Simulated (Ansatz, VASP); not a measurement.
# Two plane-wave programs on Cu

The input INCAR:

```
SYSTEM = Cu
PREC = Accurate
ENCUT = 820
EDIFF = 1E-6
ISMEAR = 0
SIGMA = 0.023
LREAL = .False.
LASPH = .True.
NELM = 120
ALGO = Normal
ISIF = 2
LWAVE = .False.
LCHARG = .True.
GGA = PE
LELF = .True.
LVHAR = .True.
NBANDS = 16
GGA_COMPAT = .False.
```

Contents of KPOINTS:

```
Automatic mesh
0
Gamma
  13 13 13
  0 0 0
```

POSCAR

```
Cu
1.0
   -1.4427933200      1.4427933200      1.3760814500
    1.4427933200     -1.4427933200      1.3760814500
    1.4427933200      1.4427933200     -1.3760814500
Cu
1
Direct
    0.0000000000      0.0000000000      0.0000000000
```

Contents of input.yaml:

```yaml
crystal:
  lattice:
    - [-1.44279332, 1.44279332, 1.37608145]
    - [1.44279332, -1.44279332, 1.37608145]
    - [1.44279332, 1.44279332, -1.37608145]
  atoms:
    - { symbol: Cu, position: [0.0, 0.0, 0.0] }
hamiltonian:
  xc: pbe
  pseudopotentials: { kind: paw }
kpoints:
  mp_grid: { grid: [13, 13, 13] }
scf:
  occupations: { method: gaussian, width: 0.023 }
output:
  forces: true
  stress: true
  eigenvalues: true
  write_density: true
  write_potential: true
  elf: true
  volumetric_format: npy
```

Alike in both runs: task single point; functional PBE; k mesh 13 × 13 × 13; occupations gaussian, width 0.023 eV; no spin polarisation.

|  | VASP | Ansatz |
| --- | --- | --- |
| version | VASP 6.6.1 | Ansatz 0.2.0 |
| potentials or method | VASP PAW PBE potentials, release 64 (Cu_sv_GW) | Ansatz PAW |
| plane-wave cutoff (eV) | 820 | 420 |
| valence electrons in the cell | 19 | 19 |

|  | VASP | Ansatz | Ansatz less VASP |
| --- | --- | --- | --- |
| gap on the k mesh at the Fermi level (eV) | none | none | - |
| pressure (GPa) | 6.3 | 7.2 | +0.89 |
| traceless stress, the component that is largest in VASP (GPa) | 0.19 | 0.19 | -0.008 |

A gap of «none» marks a metal or a gap that the smearing closes.
